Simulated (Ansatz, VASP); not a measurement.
TePb in VASP and in Ansatz

```
CELL_PARAMETERS angstrom
3.97501 0.00000 0.00000
0.00000 3.97501 0.00000
0.00000 0.00000 3.97501
ATOMIC_POSITIONS crystal
Pb 0.00000 0.00000 0.00000
Te 0.50000 0.50000 0.50000
```

Alike in both runs: task single point; functional PBE; k mesh 6 × 6 × 6; occupations fermi-dirac, width 0.02 eV; no spin polarisation.

|  | VASP | Ansatz |
| --- | --- | --- |
| version | VASP 6.6.1 | Ansatz 0.2.0 |
| potentials or method | VASP PAW PBE potentials, release 64 (Pb_d, Te) | plane waves, PAW |
| plane-wave cutoff (eV) | 520 | 420 |
| valence electrons in the cell | 20 | 30 |

|  | VASP | Ansatz | Ansatz less VASP |
| --- | --- | --- | --- |
| pressure (GPa) | 0.4 | 0.5 | +0.04 |

VASP's potentials hold 20 valence electrons a cell and Ansatz's 30, so a difference there can come from the potentials and not from the codes.

Spin-orbit coupling is off throughout.
